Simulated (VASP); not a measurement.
A run of VASP 6.6.1 is set up as follows.

File INCAR:

```
PREC = Accurate
ENCUT = 520
EDIFF = 1E-7
ISMEAR = -1
SIGMA = 0.05
LREAL = False
LASPH = True
NELM = 100
ALGO = Normal
ISIF = 2
LWAVE = False
LCHARG = False
NBANDS = 18
```

KPOINTS

```
Automatic mesh
0
Gamma
  10 10 10
```

The input POSCAR:

```
BiTe
1.0
    0.0000000000      2.9558337493      2.9558337493
    2.9558337493      0.0000000000      2.9558337493
    2.9558337493      2.9558337493      0.0000000000
Bi Te
1 1
Direct
    0.0000000000      0.0000000000      0.0000000000
    0.5000000000      0.5000000000      0.5000000000
```

Potentials or basis: VASP PAW LDA potentials, release 64 (Bi_d, Te).

Command:

```sh
$ cat potpaw_LDA.64/Bi_d/POTCAR potpaw_LDA.64/Te/POTCAR > POTCAR
$ mpirun -np 1 vasp_std > vasp.out
```

(1) Estimate the pressure.

(2) Estimate the band gap on the k mesh.

Answers

(1) 20.3 GPa.

(2) zero (an odd number of electrons rules out a gap without spin polarisation).

Caveat: the cell stands under pressure; spin-orbit coupling is left out, which moves the levels of the heavy elements.
